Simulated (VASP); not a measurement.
A run of VASP 6.6.1:

INCAR

```
PREC     = Accurate       # precision mode
ENCUT    = 520            # plane-wave cutoff, eV
EDIFF    = 1E-6           # SCF threshold, eV
ISMEAR   = -1             # smearing method
SIGMA    = 0.1            # smearing width, eV
LREAL    = F              # projectors in reciprocal space
LASPH    = T              # aspherical terms in the spheres
NELM     = 100            # most SCF steps
ALGO     = Normal         # electronic algorithm
ISIF     = 2              # what is computed and relaxed
LWAVE    = F              # write WAVECAR
LCHARG   = F              # write CHGCAR
GGA      = PS             # functional
NBANDS   = 8              # bands
```

Contents of KPOINTS:

```
Automatic mesh
0
Gamma
  21 21 21
```

POSCAR

```
C
1.0
   -1.1231595896      1.1231595896      1.1231595896
    1.1231595896     -1.1231595896      1.1231595896
    1.1231595896      1.1231595896     -1.1231595896
C
1
Direct
    0.0000000000      0.0000000000      0.0000000000
```

Potentials or basis: VASP PAW PBE potentials, release 64 (C).

The run is started by

```sh
$ cat potpaw_PBE.64/C/POTCAR > POTCAR
$ mpirun -np 1 vasp_std > vasp.out
```

Hardware: 1 thread of Intel Xeon 6975P-C (shared host).

Task: How long does it take, and how much memory?

Result: Wall time 3.5 s on 1 thread of Intel Xeon 6975P-C, on a shared host, peak memory 0.11 GiB. Counts: scf iterations 9, k points 286.
